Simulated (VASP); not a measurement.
# MoS2 in VASP: relaxation of the atoms with PBE+D3(BJ)

Aim: the relaxation of the atoms of MoS2 with PBE+D3(BJ).

Program: VASP 6.6.1. These are calculated values, not measurements. Logs are shortened: lines on timing, memory, paths and dates and some standing lists are left out, and cuts for length are marked.

### 1 The cell of the first run

The cell holds a sheet with vacuum, 6 atoms: a = 3.128 Å, b = 3.128 Å, c = 27.277 Å, α = 90.00°, β = 90.00°, γ = 120.00°.

### 2 Relaxation of the atoms, PBE+D3(BJ)

Input file INCAR:

```
SYSTEM = MoS2
PREC     = Accurate       ! precision mode
ENCUT    = 520            ! plane-wave cutoff, eV
EDIFF    = 1E-6           ! SCF threshold, eV
ISMEAR   = 0              ! smearing method
SIGMA    = 0.02           ! smearing width, eV
LREAL    = .FALSE.        ! projectors in reciprocal space
LASPH    = .TRUE.         ! aspherical terms in the spheres
NELM     = 60             ! most SCF steps
ALGO     = Normal         ! electronic algorithm
ISIF     = 2              ! what is computed and relaxed
LWAVE    = .FALSE.        ! write WAVECAR
LCHARG   = .FALSE.        ! write CHGCAR
LDIPOL   = .TRUE.       
IDIPOL   = 3            
DIPOL    = 0.5 0.5 0.500
GGA      = PE             ! functional
IVDW     = 12             ! dispersion correction
IBRION   = 2              ! ionic algorithm
NSW      = 100            ! ionic steps
EDIFFG   = -0.004         ! ionic threshold
KPAR     = 4
```

Input file KPOINTS:

```
regular mesh
0
G
  12 12 1
  0 0 0
```

Input file POSCAR:

```
MoS2
1.0
    3.1284000000      0.0000000000      0.0000000000
   -1.5642000000      2.7092738732      0.0000000000
    0.0000000000      0.0000000000     27.2770000000
S Mo
4 2
Direct
    0.6666666667      0.3333333333      0.3299483081
    0.6666666667      0.3333333333      0.4446969975
    0.3333333333      0.6666666667      0.5553030025
    0.3333333333      0.6666666667      0.6700516919
    0.3333333333      0.6666666667      0.3873226528
    0.6666666667      0.3333333333      0.6126773472
```

Potentials or basis: VASP PAW PBE potentials, release 64 (S, Mo_sv).

The run is started by

```console
$ cat potpaw_PBE.64/S/POTCAR potpaw_PBE.64/Mo_sv/POTCAR > POTCAR
$ mpirun -np 4 vasp_std > vasp.out
```

OUTCAR:

```text
SYSTEM = MoS2
   PREC = Accurate
   ENCUT = 520
   EDIFF = 1E-6
   ISMEAR = 0
   LREAL = .FALSE.
   LASPH = .TRUE.
   NELM = 60
   ISIF = 2
   GGA = PE
   IVDW = 12
   IBRION = 2
   NSW = 100
   EDIFFG = -0.004
 IVDW          = 12

 ion  position               nearest neighbor table
   1  0.667  0.333  0.330-   5 2.39   5 2.39   5 2.39
   2  0.667  0.333  0.445-   5 2.39   5 2.39   5 2.39
   3  0.333  0.667  0.555-   6 2.39   6 2.39   6 2.39
   4  0.333  0.667  0.670-   6 2.39   6 2.39   6 2.39
   5  0.333  0.667  0.387-   1 2.39   2 2.39   1 2.39   2 2.39   1 2.39   2 2.39
   6  0.667  0.333  0.613-   3 2.39   4 2.39   3 2.39   4 2.39   3 2.39   4 2.39

  LATTYP: Found a hexagonal cell.
 ALAT       =     3.1284000000
 C/A-ratio  =     8.7191535609

  Lattice vectors:

 A1 = (   3.1284000000,   0.0000000000,   0.0000000000)
 A2 = (  -1.5642000000,   2.7092738732,   0.0000000000)
 A3 = (   0.0000000000,   0.0000000000,  27.2770000000)

Analysis of symmetry for initial positions (statically):
=====================================================================
 Subroutine PRICEL returns:
 Original cell was already a primitive cell.

 Routine SETGRP: Setting up the symmetry group for a
 hexagonal supercell.

 Subroutine GETGRP returns: Found 12 space group operations
 (whereof 12 operations were pure point group operations)
 out of a pool of 24 trial point group operations.

The static configuration has the point symmetry D_3d.

Analysis of symmetry for dynamics (positions and initial velocities):
=====================================================================
 Subroutine PRICEL returns:
 Original cell was already a primitive cell.

 Routine SETGRP: Setting up the symmetry group for a
 hexagonal supercell.

 Subroutine GETGRP returns: Found 12 space group operations
 (whereof 12 operations were pure point group operations)
 out of a pool of 24 trial point group operations.

The dynamic configuration has the point symmetry D_3d.

 Subroutine INISYM returns: Found 12 space group operations
 (whereof 12 operations are pure point group operations),
 and found     1 'primitive' translations

----------------------------------------------------------------------------------------

                                     Primitive cell

  volume of cell :     231.1915

  direct lattice vectors                    reciprocal lattice vectors
     3.128400000  0.000000000  0.000000000     0.319652218  0.184551294  0.000000000
    -1.564200000  2.709273873  0.000000000     0.000000000  0.369102589  0.000000000
     0.000000000  0.000000000 27.277000000     0.000000000  0.000000000  0.036660923

  length of vectors
     3.128400000  3.128400000 27.277000000     0.369102589  0.369102589  0.036660923

  position of ions in fractional coordinates (direct lattice)
     0.666666667  0.333333333  0.329948308
     0.666666667  0.333333333  0.444696998
     0.333333333  0.666666667  0.555303002
     0.333333333  0.666666667  0.670051692
     0.333333333  0.666666667  0.387322653
     0.666666667  0.333333333  0.612677347

  ion indices of the primitive-cell ions
   primitive index   ion index
                 1           1
                 2           2
                 3           3
                 4           4
                 5           5
                 6           6

----------------------------------------------------------------------------------------

 KPOINTS: regular mesh

Automatic generation of k-mesh.
 Grid dimensions read from file:
 generate k-points for:   12   12    1

 Generating k-lattice:

  Cartesian coordinates                     Fractional coordinates (reciprocal lattice)
     0.026637685  0.015379275  0.000000000     0.083333333  0.000000000  0.000000000
     0.000000000  0.030758549  0.000000000     0.000000000  0.083333333  0.000000000
     0.000000000  0.000000000  0.036660923     0.000000000  0.000000000  1.000000000

  Length of vectors
     0.030758549  0.030758549  0.036660923

  Shift w.r.t. Gamma in fractional coordinates (k-lattice)
     0.000000000  0.000000000  0.000000000

 Subroutine IBZKPT returns following result:
 ===========================================

 Found     19 irreducible k-points:

 Following reciprocal coordinates:
            Coordinates               Weight
  0.000000  0.000000  0.000000      1.000000
  0.083333  0.000000  0.000000      6.000000
  0.166667  0.000000  0.000000      6.000000
  0.250000  0.000000  0.000000      6.000000
  0.333333 -0.000000  0.000000      6.000000
  0.416667  0.000000  0.000000      6.000000
[... 11 lines left out ...]
  0.333333  0.250000  0.000000     12.000000
  0.333333  0.333333  0.000000      2.000000
   k-points           NKPTS =     19   k-points in BZ     NKDIM =     19   number of bands    NBANDS=     31
   number of dos      NEDOS =    301   number of ions     NIONS =      6
   total plane-waves  NPLWV = 120960
   dimension x,y,z NGX =    24 NGY =   24 NGZ =  210
   dimension x,y,z NGXF=    48 NGYF=   48 NGZF=  420
   ions per type =               4   2
   NGX,Y,Z   is equivalent  to a cutoff of  12.75, 12.75, 12.80 a.u.
   NGXF,Y,Z  is equivalent  to a cutoff of  25.51, 25.51, 25.60 a.u.
 SYSTEM =  MoS2
   PREC   = accura    normal or accurate (medium, high low for compatibility)
   ISTART =      0    job   : 0-new  1-cont  2-samecut
   ICHARG =      2    charge: 1-file 2-atom 10-const
   ISPIN  =      1    spin polarized calculation?
   LNONCOLLINEAR =      F non collinear calculations
   LSORBIT =      F    spin-orbit coupling
   LASPH  =      T    aspherical Exc in radial PAW
   ENCUT  =  520.0 eV  38.22 Ry    6.18 a.u.   5.82  5.82 50.72*2*pi/ulx,y,z
   NELM   =     60;   NELMIN=  2; NELMDL= -5     # of ELM steps
   EDIFF  = 0.1E-05   stopping-criterion for ELM
   LREAL  =      F    real-space projection
   EDIFFG = -.4E-02   stopping-criterion for IOM
   NSW    =    100    number of steps for IOM
   IBRION =      2    ionic relax: 0-MD 1-quasi-New 2-CG
   NFREE  =      1    steps in history (QN), initial steepest desc. (CG)
   ISIF   =      2    stress and relaxation
   ISYM   =      2    0-nonsym 1-usesym 2-fastsym
   POTIM  = 0.5000    time-step for ionic-motion
   TEBEG  =    0.0;   TEEND  =   0.0 temperature during run
   PSTRESS=    0.0 pullay stress
   NELECT =      52.0000    total number of electrons
   NUPDOWN=      -1.0000    fix difference up-down
   EMIN   =  10.00;   EMAX   =-10.00  energy-range for DOS
   EFERMI =   0.00;   METHOD = LEGACY
   ISMEAR =     0;   SIGMA  =   0.02  broadening in eV -4-tet -1-fermi 0-gaus
   EFERMI_NEDOS =   21; number of points for ismear=-14 and -15
   IALGO  =     38    algorithm
   IMIX   =      4    mixing-type and parameters
     AMIX     =   0.40;   BMIX     =  1.00
     AMIX_MAG =   1.60;   BMIX_MAG =  1.00
  volume/ion in A,a.u.               =      38.53       260.03
  Fermi-wavevector in a.u.,A,eV,Ry     =   0.995601  1.881413 13.486387  0.991221
  Thomas-Fermi vector in A             =   2.127632
   LORBIT       =      0    0 simple, 1 ext, 2 COOP (PROOUT), +10 PAW based schemes
   GGA     = PE    functional components
   LHFCALC =     F    Hartree Fock is set to
   AEXX    =    0.0000 exact exchange contribution
   IVDW    =    12    specifies the selected vdW correction
   LEPSILON=     F    determine dielectric tensor
   LRPA    =     F    only Hartree local field effects (RPA)
 conjugate gradient relaxation of ions
 non-spin polarized calculation
 Gauss-broadening in eV      SIGMA  =   0.02
  energy-cutoff  :      520.00
  volume of cell :      231.19
 maximum number of plane-waves:      6274
 NGX is ok and might be reduce to    24
   NGX = 11   NGY = 11   NGZ =101

--------------------------------------- Ionic step        1  -------------------------------------------

 number of electron      52.0000000 magnetization

 Free energy of the ion-electron system (eV)
  ---------------------------------------------------
  ext. energy  EPLUGINS =         0.00000000
  ---------------------------------------------------
  free energy    TOTEN  =       -43.58890663 eV

  energy without entropy =      -43.58890663  energy(sigma->0) =      -43.58890663

------------------------ aborting loop because EDIFF is reached ----------------------------------------

 Edisp (eV)   -2.27051

 E8    (eV) :    -0.9482
[... 117 lines left out ...]
  FREE ENERGIE OF THE ION-ELECTRON SYSTEM (eV)
  ---------------------------------------------------
  free  energy   TOTEN  =       -45.8632794972 eV

  energy  without entropy=      -45.8632794972  energy(sigma->0) =      -45.86327950

[... ionic steps 4 to 9 ...]

--------------------------------------- Ionic step       10  -------------------------------------------

 number of electron      51.9999999 magnetization

------------------------ aborting loop because EDIFF is reached ----------------------------------------
[... 39 lines left out ...]
--------------------------------------- Ionic step       11  -------------------------------------------

 number of electron      52.0000000 magnetization

 dipolmoment           0.000000      0.000000      0.000000 electrons x Angstroem

------------------------ aborting loop because EDIFF is reached ----------------------------------------

 Edisp (eV)   -2.28484

 E8    (eV) :    -0.9541
[... 35 lines left out ...]
--------------------------------------- Ionic step       12  -------------------------------------------

 number of electron      51.9999999 magnetization

 dipolmoment           0.000000      0.000000     -0.000000 electrons x Angstroem

 Free energy of the ion-electron system (eV)
  ---------------------------------------------------
  ext. energy  EPLUGINS =         0.00000000
  ---------------------------------------------------
  free energy    TOTEN  =       -43.58145005 eV

  energy without entropy =      -43.58145005  energy(sigma->0) =      -43.58145005

 E-fermi :   0.6602     XC(G=0):  -5.3056

 val. band max:        0.4261067433   @ k =   0.0000   0.0000   0.0000
 cond. band min:       1.6904754496   @ k =   0.1667   0.1667   0.0000
 fundamental gap:      1.2643687064
 Fermi energy:         0.6602138884

 k-point     1 :       0.0000    0.0000    0.0000
  band No.  band energies     occupation
      1     -60.7955      2.00000
      2     -60.7955      2.00000
      3     -34.9736      2.00000
      4     -34.9735      2.00000
      5     -34.7033      2.00000
      6     -34.7033      2.00000
[... 635 lines left out ...]
     30       3.2703      0.00000
     31       3.6562      0.00000

------------------------ aborting loop because EDIFF is reached ----------------------------------------

 vacuum level on the upper side and lower side of the slab       (xc-potential included)        -0.006        -0.006

 Edisp (eV)   -2.28304

 E8    (eV) :    -0.9533

  FORCE on cell =-STRESS in cart. coord.  units (eV):
  Direction    XX          YY          ZZ          XY          YZ          ZX
  --------------------------------------------------------------------------------------
  -------------------------------------------------------------------------------------
  Total       1.31903     1.31903    -0.06983     0.00000     0.00000    -0.00000
  in kB       9.14097     9.14097    -0.48394     0.00000     0.00000    -0.00000
  external pressure =        5.93 kB  Pullay stress =        0.00 kB
[... 21 lines left out ...]
  FREE ENERGIE OF THE ION-ELECTRON SYSTEM (eV)
  ---------------------------------------------------
  free  energy   TOTEN  =       -45.8644885381 eV

  energy  without entropy=      -45.8644885381  energy(sigma->0) =      -45.86448854

 reached required accuracy - stopping structural energy minimisation

 vacuum level on the upper side and lower side of the slab         5.874         5.874
```

It took 8.3 min on 4 MPI ranks of Oxide Virtual Turin-like, shared host; peak memory 0.41 GiB.

What came out:

```
Free energy                : -45.8645 eV
Energy gained by relaxing  : 0.8 meV/atom
Ionic steps                : 12
Band gap on the k mesh     : 1.26 eV (least direct gap 1.83 eV)
Dispersion energy per atom : -0.381 eV
```

Step by step:
```csv
step,energy change (eV),largest force (eV/Å),pressure (GPa)
1,0.0000,0.1992,1.00
2,-0.0039,0.0324,0.56
3,-0.0039,0.0239,0.54
4,-0.0039,0.0411,0.53
5,-0.0039,0.0210,0.53
6,-0.0039,0.0205,0.53
7,-0.0041,0.0192,0.53
8,-0.0043,0.0174,0.54
9,-0.0047,0.0119,0.54
10,-0.0051,0.0108,0.57
11,-0.0044,0.0936,0.80
12,-0.0051,0.0016,0.59
```

Final structure:
```
S Mo
1.0
     3.12840    0.00000    0.00000
    -1.56420    2.70927    0.00000
     0.00000    0.00000   27.27700
S Mo
4 2
Direct
  0.66667 0.33333 0.33084
  0.66667 0.33333 0.44626
  0.33333 0.66667 0.55374
  0.33333 0.66667 0.66916
  0.33333 0.66667 0.38858
  0.66667 0.33333 0.61142
```
